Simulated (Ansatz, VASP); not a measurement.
Two plane-wave programs on ZnS

The input POSCAR:

```
ZnS
1.0
    2.7046500000     -2.7046500000      0.0000000000
    2.7046500000      0.0000000000     -2.7046500000
    6.4911600000      4.3274400000      5.4093000000
Zn S
3 3
Direct
    0.6166533333      0.6666666667      0.1250333333
   -0.3166800000      0.0000000000      0.7917000000
    0.1499866667      0.3333333333      0.4583666667
    0.3166533333      0.6666666667      0.8750333333
    0.7833200000      1.0000000000      0.5417000000
    0.2499866667      0.3333333333      0.2083666667
```

INCAR.step1

```
SYSTEM = ZnS
ALGO = Normal
EDIFF = 1E-4
ENCUT = 520
GGA = PE
ISMEAR = 0
LASPH = .True.
LCHARG = .False.
LREAL = .False.
LWAVE = .True.
NBANDS = 36
NELM = 60
PREC = Accurate
SIGMA = 0.05
```

INCAR.step2

```
SYSTEM = ZnS
ALGO = Normal
EDIFF = 1E-6
ENCUT = 520
ISIF = 2
ISMEAR = 0
ISTART = 1
LASPH = .True.
LCHARG = .False.
LMIXTAU = .True.
LREAL = .False.
LWAVE = .False.
METAGGA = R2SCAN
NBANDS = 36
NELM = 60
PREC = Accurate
SIGMA = 0.05
```

KPOINTS

```
k-points
0
Gamma
  7 7 3
  0 0 0
```

Input for Ansatz:

```yaml
crystal:
  lattice:
    - [2.70465, -2.70465, 0.0]
    - [2.70465, 0.0, -2.70465]
    - [6.49116, 4.32744, 5.4093]
  atoms:
    - { symbol: Zn, position: [0.6166533333, 0.6666666667, 0.1250333333] }
    - { symbol: Zn, position: [-0.31668, 0.0, 0.7917] }
    - { symbol: Zn, position: [0.1499866667, 0.3333333333, 0.4583666667] }
    - { symbol: S, position: [0.3166533333, 0.6666666667, 0.8750333333] }
    - { symbol: S, position: [0.78332, 1.0, 0.5417] }
    - { symbol: S, position: [0.2499866667, 0.3333333333, 0.2083666667] }
basis:
  ecutwfc: 500
kpoints:
  mp_grid: { grid: [7, 7, 3] }
hamiltonian:
  xc: r2scan
scf:
  occupations: { method: gaussian, width: 0.05 }
output:
  forces: true
  stress: true
  eigenvalues: true
```

Alike in both runs: task single point; functional r2SCAN; k mesh 7 × 7 × 3; occupations gaussian, width 0.05 eV; no spin polarisation.

|  | VASP | Ansatz |
| --- | --- | --- |
| version | VASP 6.6.1 | Ansatz 0.2.0 |
| potentials or method | VASP PAW PBE potentials, release 64 (Zn, S), cutoff 520 eV | scalar-relativistic, plane waves, PAW |
| valence electrons in the cell | 54 | 54 |

VASP gave:

| Property | Result |
| --- | --- |
| gap on the k mesh at the Fermi level (eV) | 1.95 |
| least direct gap on the mesh (eV) | 1.95 |
| pressure (GPa) | -1.5 |
| traceless stress, the component that is largest in VASP (GPa) | -2.39 |
| rms of the force components (eV/Å) | 0.194 |

Task: Which values does Ansatz return?

Result: gap on the k mesh at the Fermi level (eV): 1.95; least direct gap on the mesh (eV): 1.95; pressure (GPa): -1.5; traceless stress, the component that is largest in VASP (GPa): -2.39; rms of the force components (eV/Å): 0.191.

VASP's potentials were made for PBE, not for r2SCAN. Atom by atom the forces differ by 0.007 eV/Å (rms over components). With one functional, cell and mesh, what is left measures potentials, basis and numerics.
